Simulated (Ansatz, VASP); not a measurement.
This is a calculation of Cu for Ansatz 0.2.0.

Contents of input.yaml:

```yaml
crystal:
  lattice:
    - [-1.4331098516, 1.4331098516, 1.3668457257]
    - [1.4331098516, -1.4331098516, 1.3668457257]
    - [1.4331098516, 1.4331098516, -1.3668457257]
  atoms:
    - { symbol: Cu, position: [0.0, 0.0, 0.0] }
hamiltonian:
  xc: lda
  pseudopotentials: { kind: paw }
kpoints:
  mp_grid: { grid: [13, 13, 13] }
scf:
  occupations: { method: fermi_dirac, width: 0.05 }
output:
  forces: true
  stress: true
  eigenvalues: true
```

Potentials or basis: Ansatz PAW.

The run is started by

```sh
$ ansatz run input.yaml --threads 2 --pin off --max-ram 5632MiB --backend cpu --events-out ev --progress --plain --runs-dir out
```

Q: Set up the same calculation for VASP 6.6.1. Potentials there: VASP PAW LDA potentials, release 64 (Cu_sv_GW).

A: As run (the cutoff follows the program's own potentials):

Contents of INCAR:

```
SYSTEM = Cu
PREC = Accurate
ENCUT = 700
EDIFF = 1E-6
ISMEAR = -1
SIGMA = 0.05
LREAL = .FALSE.
LASPH = .TRUE.
NELM = 120
ALGO = Normal
ISIF = 2
LWAVE = .FALSE.
LCHARG = .FALSE.
GGA = CA
NBANDS = 16
GGA_COMPAT = .FALSE.
```

The input KPOINTS:

```
regular mesh
0
G
  13 13 13
  0 0 0
```

Contents of POSCAR:

```
Cu
1.0
   -1.4331098516      1.4331098516      1.3668457257
    1.4331098516     -1.4331098516      1.3668457257
    1.4331098516      1.4331098516     -1.3668457257
Cu
1
Direct
    0.0000000000      0.0000000000      0.0000000000
```

Potentials or basis: VASP PAW LDA potentials, release 64 (Cu_sv_GW).

The run is started by

```bash
$ cat potpaw_LDA.64/Cu_sv_GW/POTCAR > POTCAR
$ mpirun -np 1 vasp_std > vasp.out
```

Both were run:

|  | VASP | Ansatz | Ansatz less VASP |
| --- | --- | --- | --- |
| gap on the k mesh at the Fermi level (eV) | none | none | - |
| pressure (GPa) | -8.6 | -4.7 | +3.94 |
| traceless stress, the component that is largest in VASP (GPa) | -0.09 | -0.09 | -0.007 |

LDA's correlation is that of Perdew and Zunger in VASP and of Perdew and Wang (1992) in Ansatz. A gap of «none» marks a metal or a gap that the smearing closes.
